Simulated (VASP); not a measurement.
Write the native input for VASP 6.6.1 that does the following.

| Quantity | Value |
| --- | --- |
| Task | single point |
| Functional | PBE |
| Potentials or basis | VASP PAW PBE potentials, release 64 (Mo_sv) |
| Cutoff | 520 eV |
| k mesh | 10 × 10 × 10 |
| Occupations | fermi-dirac, width 0.02 eV |
| Spin | no spin polarisation |
| Dipole correction | no |
| Further INCAR settings | ALGO = Normal; EDIFF = 1e-06; NBANDS = 13 |

The structure of Mo lies in POSCAR:

```
Mo
1.0
   -1.5790975120      1.5790975120      1.5790975120
    1.5790975120     -1.5790975120      1.5790975120
    1.5790975120      1.5790975120     -1.5790975120
Mo
1
Direct
    0.0000000000      0.0000000000      0.0000000000
```

These files were run (other wordings do the same):

INCAR

```
SYSTEM = Mo
ALGO = Normal ; EDIFF = 1E-6
ENCUT = 520 ; GGA = PE
ISIF = 2 ; ISMEAR = -1
LASPH = .TRUE. ; LCHARG = .FALSE.
LREAL = .FALSE. ; LWAVE = .FALSE.
NBANDS = 13 ; NELM = 80
PREC = Accurate ; SIGMA = 0.02
```

KPOINTS

```
k-points
0
G
  10 10 10
  0 0 0
```

Potentials or basis: VASP PAW PBE potentials, release 64 (Mo_sv).

The run is started by

```console
$ cat potpaw_PBE.64/Mo_sv/POTCAR > POTCAR
$ mpirun -np 1 vasp_std > vasp.out
```

It gave:

- Pressure: 0.5 GPa
- Band gap on the k mesh: zero (band 7 reaches 16.43 eV, above the bottom of band 8 at 11.14 eV)

It took 8.2 s on 1 thread of Intel Xeon 8259CL, on a shared host, peak memory 0.13 GiB.
